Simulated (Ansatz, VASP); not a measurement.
**Two plane-wave programs on Cu**

INCAR

```
PREC = Accurate
ENCUT = 520
EDIFF = 1E-6
ISMEAR = -1
SIGMA = 0.1
LREAL = F
LASPH = T
NELM = 60
ALGO = Normal
ISIF = 2
LWAVE = F
LCHARG = T
LELF = T
LVHAR = T
NBANDS = 18
```

Contents of KPOINTS:

```
Automatic mesh
0
Gamma
  17 17 10
```

The input POSCAR:

```
Cu
1.0
    2.4134830542      0.0000000000      0.0000000000
   -1.2067415271      2.0901376365      0.0000000000
    0.0000000000      0.0000000000      3.9736598923
Cu
2
Direct
    0.3333333333      0.6666666667      0.2500000000
    0.6666666667      0.3333333333      0.7500000000
```

Input for Ansatz:

```yaml
crystal:
  lattice:
    - [2.4134830542, 0.0, 0.0]
    - [-1.2067415271, 2.0901376365, 0.0]
    - [0.0, 0.0, 3.9736598923]
  atoms:
    - { symbol: Cu, position: [0.3333333333, 0.6666666667, 0.25] }
    - { symbol: Cu, position: [0.6666666667, 0.3333333333, 0.75] }
kpoints:
  mp_grid: { grid: [17, 17, 10] }
scf:
  occupations: { method: fermi_dirac, width: 0.1 }
hamiltonian:
  xc: lda
  pseudopotentials: { kind: paw }
output:
  forces: true
  stress: true
  eigenvalues: true
  populations: true
```

Change from the starting cell: volume scaled by 0.92, PAW files.

Alike in both runs: task single point; functional LDA; k mesh 17 × 17 × 10; occupations fermi-dirac, width 0.1 eV; no spin polarisation.

|  | VASP | Ansatz |
| --- | --- | --- |
| version | VASP 6.6.1 | Ansatz 0.2.0 |
| potentials or method | VASP PAW LDA potentials, release 64 (Cu) | PAW with Ansatz's default frozen-core files, scalar-relativistic |
| plane-wave cutoff (eV) | 520 | 420 |
| valence electrons in the cell | 22 | 38 |

Ansatz gave:

- pressure (GPa): 19.3

**Question.** Estimate VASP's values.

**Answer.** Pressure (GPa): 20.1.

LDA's correlation is that of Perdew and Zunger in VASP and of Perdew and Wang (1992) in Ansatz. VASP's potentials hold 22 valence electrons a cell and Ansatz's 38, so a difference there can come from the potentials and not from the codes.
